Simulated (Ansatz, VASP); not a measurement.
# Ni in VASP and in Ansatz

```xyz
1
Lattice="0.0000 1.7851 1.7851 1.7851 0.0000 1.7851 1.7851 1.7851 0.0000" Properties=species:S:1:pos:R:3 pbc="T T T"
Ni    0.0000    0.0000    0.0000
```

Change from the starting cell: volume scaled by 1.04, LAPW.

Alike in both runs: task single point; functional LDA; k mesh 16 × 16 × 16; occupations fermi-dirac, width 0.1 eV; collinear spin.

```csv
,VASP,Ansatz
version,VASP 6.6.1,Ansatz 0.2.0
potentials or method,"VASP PAW LDA potentials, release 64 (Ni), cutoff 520 eV","all-electron LAPW, scalar-relativistic"
```

Ansatz gave:

* pressure (GPa): -23.4
* net moment per atom (μB): 0.60
* size of the moment on the site where the two differ most (μB): 0.62

Question: Estimate VASP's values.

Answer: Pressure (GPa): -23.0; net moment per atom (μB): 0.58; size of the moment on the site where the two differ most (μB): 0.59.

LDA's correlation is that of Perdew and Zunger in VASP and of Perdew and Wang (1992) in Ansatz. Site moments also hang on the region over which each program counts them. Ansatz ran all-electron here, and VASP with PAW potentials.
